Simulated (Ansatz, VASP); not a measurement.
Pt in VASP and in Ansatz

POSCAR

```
Pt
1.0
    2.8434859800      0.0000000000      0.0000000000
   -1.4217429900      2.4625312100      0.0000000000
    0.0000000000      0.0000000000      4.7921340000
Pt
2
Direct
    0.6666666667      0.3333333333      0.7500000000
    0.3333333333      0.6666666667      0.2500000000
```

The input INCAR.step1:

```
SYSTEM = Pt
ALGO     = Normal         ! electronic algorithm
EDIFF    = 1E-4           ! SCF threshold, eV
ENCUT    = 520            ! plane-wave cutoff, eV
GGA      = PE             ! functional
ISMEAR   = 0              ! smearing method
LASPH    = .True.         ! aspherical terms in the spheres
LCHARG   = .False.        ! write CHGCAR
LREAL    = .False.        ! projectors in reciprocal space
LWAVE    = .True.         ! write WAVECAR
NBANDS   = 17             ! bands
NELM     = 100            ! most SCF steps
PREC     = Accurate       ! precision mode
SIGMA    = 0.1            ! smearing width, eV
```

Contents of INCAR.step2:

```
SYSTEM = Pt
ALGO     = Normal         ! electronic algorithm
EDIFF    = 1E-6           ! SCF threshold, eV
ENCUT    = 520            ! plane-wave cutoff, eV
ISIF     = 2              ! what is computed and relaxed
ISMEAR   = 0              ! smearing method
ISTART   = 1            
LASPH    = .True.         ! aspherical terms in the spheres
LCHARG   = .False.        ! write CHGCAR
LMIXTAU  = .True.       
LREAL    = .False.        ! projectors in reciprocal space
LWAVE    = .False.        ! write WAVECAR
METAGGA  = R2SCAN         ! meta-GGA
NBANDS   = 17             ! bands
NELM     = 100            ! most SCF steps
PREC     = Accurate       ! precision mode
SIGMA    = 0.1            ! smearing width, eV
```

Contents of KPOINTS:

```
k-points
0
Gamma
  14 14 7
  0 0 0
```

Input for Ansatz:

```yaml
crystal:
  lattice:
    - [2.84348598, 0.0, 0.0]
    - [-1.42174299, 2.4625312100000003, 0.0]
    - [0.0, 0.0, 4.792134]
  atoms:
    - { symbol: Pt, position: [0.6666666666666666, 0.3333333333333333, 0.75] }
    - { symbol: Pt, position: [0.3333333333333333, 0.6666666666666666, 0.25] }
basis:
  ecutwfc: 520.0
kpoints:
  mp_grid:
    grid: [14, 14, 7]
hamiltonian:
  xc: r2scan
  pseudopotentials:
    kind: paw
scf:
  occupations:
    method: gaussian
output:
  stress: true
```

Alike in both runs: task single point; functional r2SCAN; k mesh 14 × 14 × 7; no spin polarisation.

```csv
,VASP,Ansatz
version,VASP 6.6.1,Ansatz 0.2.0
potentials or method,"VASP PAW PBE potentials, release 64 (Pt), cutoff 520 eV","plane waves, PAW"
occupations,"gaussian, width 0.1 eV",gaussian
valence electrons in the cell,20,36
```

Ansatz gave:

- pressure (GPa): -18.4
- traceless stress, the component that is largest in VASP (GPa): 4.39

**Question.** What did VASP give for the same quantities?

**Answer.** Pressure (GPa): -18.1; traceless stress, the component that is largest in VASP (GPa): 4.26.

VASP's potentials were made for PBE, not for r2SCAN. VASP's potentials hold 20 valence electrons a cell and Ansatz's 36, so a difference there can come from the potentials and not from the codes. Ansatz's warnings: structure snapped to symmetry.

Spin-orbit coupling is off throughout.
